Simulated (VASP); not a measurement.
Here is a VASP 6.6.1 calculation.

The input INCAR:

```
PREC = Accurate
ENCUT = 520
EDIFF = 1E-6
ISMEAR = 0
SIGMA = 0.05
LREAL = False
LASPH = True
NELM = 100
ALGO = Normal
ISIF = 2
LWAVE = False
LCHARG = False
GGA = CA
NBANDS = 16
```

Contents of KPOINTS:

```
regular mesh
0
Gamma
  8 8 6
```

File POSCAR:

```
AlN
1.0
    0.0000000000     -2.0390123106     -2.0390123106
    0.0000000000      2.0390123106     -2.0390123106
    4.0780246211      0.0000000000      0.0000000000
Al N
2 2
Direct
    0.5279229310      0.4720770690      0.0000000000
   -0.0279229310      0.0279229310      0.5000000000
    0.4885639493      0.5114360507      0.5000000000
    0.0114360507      0.9885639493      0.0000000000
```

Potentials or basis: VASP PAW LDA potentials, release 64 (Al, N).

The run is started by

```bash
$ cat potpaw_LDA.64/Al/POTCAR potpaw_LDA.64/N/POTCAR > POTCAR
$ mpirun -np 1 vasp_std > vasp.out
```

(1) Estimate the band gap on the k mesh.

(2) Predict the pressure.

Answers

(1) 4.14 eV, indirect (least direct gap 4.23 eV).

(2) -10.9 GPa.

Caveat: forces of over 1 eV/Å act on the atoms, so gaps and moduli don't describe the material at rest.
